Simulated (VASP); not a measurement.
# SiAu3 (Fm-3m) in VASP: further runs, part 2 of 2

VASP 6.6.1. The steps go on from the part before.

## (5) Single point, PBE

Contents of INCAR:

```
SYSTEM = SiAu3
  PREC = Accurate
  ENCUT = 500
  EDIFF = 1E-6
  ISMEAR = 0
  SIGMA = 0.05
  LREAL = .FALSE.
  LASPH = .TRUE.
  NELM = 120
  ALGO = Normal
  ISIF = 2
  LWAVE = .FALSE.
  LCHARG = .FALSE.
  GGA = PE
  NBANDS = 26
  GGA_COMPAT = .FALSE.
```

Contents of KPOINTS:

```
regular mesh
0
G
  7 7 7
  0 0 0
```

Contents of POSCAR:

```
SiAu3
1.0
    0.0000000000      3.2857340000      3.2857340000
    3.2857340000      0.0000000000      3.2857340000
    3.2857340000      3.2857340000      0.0000000000
Si Au
1 3
Direct
    0.0000000000      0.0000000000      0.0000000000
    0.2500000000      0.2500000000      0.2500000000
    0.7500000000      0.7500000000      0.7500000000
    0.5000000000      0.5000000000      0.5000000000
```

Potentials or basis: VASP PAW PBE potentials, release 64 (Si, Au).

The run is started by

```console
$ cat potpaw_PBE.64/Si/POTCAR potpaw_PBE.64/Au/POTCAR > POTCAR
$ mpirun -np 1 vasp_std > vasp.out
```

OUTCAR:

```text
SYSTEM = SiAu3
   PREC = Accurate
   ENCUT = 500
   EDIFF = 1E-6
   ISMEAR = 0
   LREAL = .FALSE.
   LASPH = .TRUE.
   NELM = 120
   ISIF = 2
   GGA = PE

 ion  position               nearest neighbor table
   1  0.000  0.000  0.000-   2 2.85   3 2.85   3 2.85   3 2.85   3 2.85   2 2.85   2 2.85   2 2.85
                             4 3.29   4 3.29   4 3.29   4 3.29   4 3.29   4 3.29
   2  0.250  0.250  0.250-   1 2.85   4 2.85   1 2.85   1 2.85   1 2.85   4 2.85   4 2.85   4 2.85
                             3 3.29   3 3.29   3 3.29   3 3.29   3 3.29   3 3.29
   3  0.750  0.750  0.750-   1 2.85   4 2.85   4 2.85   4 2.85   4 2.85   1 2.85   1 2.85   1 2.85
                             2 3.29   2 3.29   2 3.29   2 3.29   2 3.29   2 3.29
   4  0.500  0.500  0.500-   2 2.85   3 2.85   2 2.85   2 2.85   2 2.85   3 2.85   3 2.85   3 2.85
                             1 3.29   1 3.29   1 3.29   1 3.29   1 3.29   1 3.29

  LATTYP: Found a face centered cubic cell.
 ALAT       =     6.5714680000

  Lattice vectors:

 A1 = (   0.0000000000,   3.2857340000,   3.2857340000)
 A2 = (   3.2857340000,   0.0000000000,   3.2857340000)
 A3 = (   3.2857340000,   3.2857340000,   0.0000000000)

Analysis of symmetry for initial positions (statically):
=====================================================================
 Subroutine PRICEL returns:
 Original cell was already a primitive cell.

 Routine SETGRP: Setting up the symmetry group for a
 face centered cubic supercell.

 Subroutine GETGRP returns: Found 48 space group operations
 (whereof 48 operations were pure point group operations)
 out of a pool of 48 trial point group operations.

The static configuration has the point symmetry O_h .

Analysis of symmetry for dynamics (positions and initial velocities):
=====================================================================
 Subroutine PRICEL returns:
 Original cell was already a primitive cell.

 Routine SETGRP: Setting up the symmetry group for a
 face centered cubic supercell.

 Subroutine GETGRP returns: Found 48 space group operations
 (whereof 48 operations were pure point group operations)
 out of a pool of 48 trial point group operations.
[... 122 lines left out ...]
  Fermi-wavevector in a.u.,A,eV,Ry     =   1.317750  2.490186 23.626039  1.736465
  Thomas-Fermi vector in A             =   2.447769
   LORBIT       =      0    0 simple, 1 ext, 2 COOP (PROOUT), +10 PAW based schemes
   GGA     = PE    functional components
   LHFCALC =     F    Hartree Fock is set to
   AEXX    =    0.0000 exact exchange contribution
   IVDW    =     0    specifies the selected vdW correction
   LEPSILON=     F    determine dielectric tensor
   LRPA    =     F    only Hartree local field effects (RPA)
 non-spin polarized calculation
 Gauss-broadening in eV      SIGMA  =   0.05
  energy-cutoff  :      500.00
  volume of cell :       70.95
 maximum number of plane-waves:      1823
 NGX is ok and might be reduce to    36
   NGX = 17   NGY = 17   NGZ = 17

 number of electron      36.9999999 magnetization

 Free energy of the ion-electron system (eV)
  ---------------------------------------------------
  ext. energy  EPLUGINS =         0.00000000
  ---------------------------------------------------
  free energy    TOTEN  =       -14.48651968 eV

  energy without entropy =      -14.48553813  energy(sigma->0) =      -14.48602891

 E-fermi :   8.9187     XC(G=0): -11.9608

 val. band max:        8.9149570332   @ k =  -0.2857   0.2857   0.0000
 cond. band min:       9.0830656277   @ k =  -0.1429   0.1429   0.0000
 fundamental gap:      0.1681085945
 Fermi energy:         8.9186562368

 k-point     1 :       0.0000    0.0000    0.0000
  band No.  band energies     occupation
      1      -2.0497      2.00000
      2       2.6067      2.00000
      3       2.6067      2.00000
      4       2.8187      2.00000
      5       2.8187      2.00000
      6       2.8187      2.00000
[... 569 lines left out ...]
     25      16.6507      0.00000
     26      18.1418      0.00000

------------------------ aborting loop because EDIFF is reached ----------------------------------------

  FORCE on cell =-STRESS in cart. coord.  units (eV):
  Direction    XX          YY          ZZ          XY          YZ          ZX
  --------------------------------------------------------------------------------------
  -------------------------------------------------------------------------------------
  Total       -0.5637862     -0.5637862     -0.5637862      0.0000000      0.0000000     -0.0000000
  in kB      -12.7320341    -12.7320341    -12.7320341      0.0000000      0.0000000     -0.0000000
  external PRESSURE =     -12.7320341 kB  Pullay stress =       0.0000000 kB

 VOLUME and BASIS-vectors are now :
 -----------------------------------------------------------------------------
  energy-cutoff  :      500.00
  volume of cell :       70.95
      direct lattice vectors                 reciprocal lattice vectors
     0.000000000  3.285734000  3.285734000    -0.152173000  0.152173000  0.152173000
     3.285734000  0.000000000  3.285734000     0.152173000 -0.152173000  0.152173000
     3.285734000  3.285734000  0.000000000     0.152173000  0.152173000 -0.152173000

 POSITION                                       TOTAL-FORCE (eV/Angst)
 -----------------------------------------------------------------------------------
      0.00000      0.00000      0.00000        -0.000000      0.000000      0.000000
      1.64287      1.64287      1.64287         0.000000     -0.000000      0.000000
      4.92860      4.92860      4.92860        -0.000000     -0.000000     -0.000000
      3.28573      3.28573      3.28573        -0.000000      0.000000      0.000000
 -----------------------------------------------------------------------------------
    total drift:                                0.000000      0.000000      0.000000

  FREE ENERGIE OF THE ION-ELECTRON SYSTEM (eV)
  ---------------------------------------------------
  free  energy   TOTEN  =       -14.4865196831 eV

  energy  without entropy=      -14.4855381300  energy(sigma->0) =      -14.48602891
```

OSZICAR:

```text
N       E                     dE             d eps       ncg     rms          rms(c)
DAV:   1     0.202666514967E+03    0.20267E+03   -0.17529E+04  1040   0.126E+03
DAV:   2    -0.103771977503E+02   -0.21304E+03   -0.20265E+03  1142   0.278E+02
DAV:   3    -0.157502083908E+02   -0.53730E+01   -0.53129E+01  1202   0.421E+01
DAV:   4    -0.157860457149E+02   -0.35837E-01   -0.35809E-01  1116   0.375E+00
DAV:   5    -0.157863633731E+02   -0.31766E-03   -0.31763E-03  1174   0.383E-01    0.137E+01
DAV:   6    -0.145422184285E+02    0.12441E+01   -0.40409E+00  1104   0.155E+01    0.979E+00
DAV:   7    -0.145044881277E+02    0.37730E-01   -0.11049E-01  1086   0.203E+00    0.538E+00
DAV:   8    -0.144874279299E+02    0.17060E-01   -0.33579E-02  1086   0.880E-01    0.332E-01
DAV:   9    -0.144866520776E+02    0.77585E-03   -0.18392E-03  1088   0.282E-01    0.172E-01
DAV:  10    -0.144865150976E+02    0.13698E-03   -0.77260E-04  1096   0.137E-01    0.422E-02
DAV:  11    -0.144865173810E+02   -0.22834E-05   -0.25230E-05  1108   0.391E-02    0.182E-02
DAV:  12    -0.144865195248E+02   -0.21438E-05   -0.98564E-07   690   0.862E-03    0.328E-03
DAV:  13    -0.144865196831E+02   -0.15834E-06   -0.31129E-07   570   0.351E-03
   1 F= -.14486520E+02 E0= -.14486029E+02  d E =-.981553E-03
```

stdout:

```text
POSCAR found type information on POSCAR SiAu
 POSCAR found :  2 types and       4 ions
 scaLAPACK will be used
 LDA part: xc-table for (Slater+PW92), standard interpolation
 POSCAR, INCAR and KPOINTS ok, starting setup
 FFT: planning ... GRIDC
 FFT: planning ... GRID_SOFT
 FFT: planning ... GRID
 WAVECAR not read
 entering main loop
```

Run time: 33 s. Hardware: 1 thread of Intel Xeon 8259CL, shared host; peak memory 0.21 GiB.

Results:

```yaml
Free_energy: -14.4865 eV
Pressure: -1.3 GPa
Band_gap_on_the_k_mesh: zero (an odd number of electrons rules out a gap without spin polarisation)
```

Caveat: spin-orbit coupling is left out, which moves the levels of the heavy elements.

## (6) Overview

| smearing | gap on the mesh (eV) | pressure (GPa) |
| --- | --- | --- |
| gaussian 0.3 eV | none | -1.2 |
| gaussian 0.2 eV | none | -1.2 |
| gaussian 0.1 eV | none | -1.3 |
| gaussian 0.05 eV | none | -1.3 |

Alike in all rows: task single point; level PBE; potentials or basis VASP PAW PBE potentials, release 64 (Si, Au); no spin polarisation; cell as given; k mesh 7 × 7 × 7; cutoff (eV) 500.

Caveats: spin-orbit coupling is left out, which moves the levels of the heavy elements; so wide a smearing shifts energies and pressures (at least some runs).

Total energies depend on the potentials used, so only differences within one code and one set of settings carry meaning.

The gap in the log of VASP goes by the Fermi energy; the results here count the filled bands.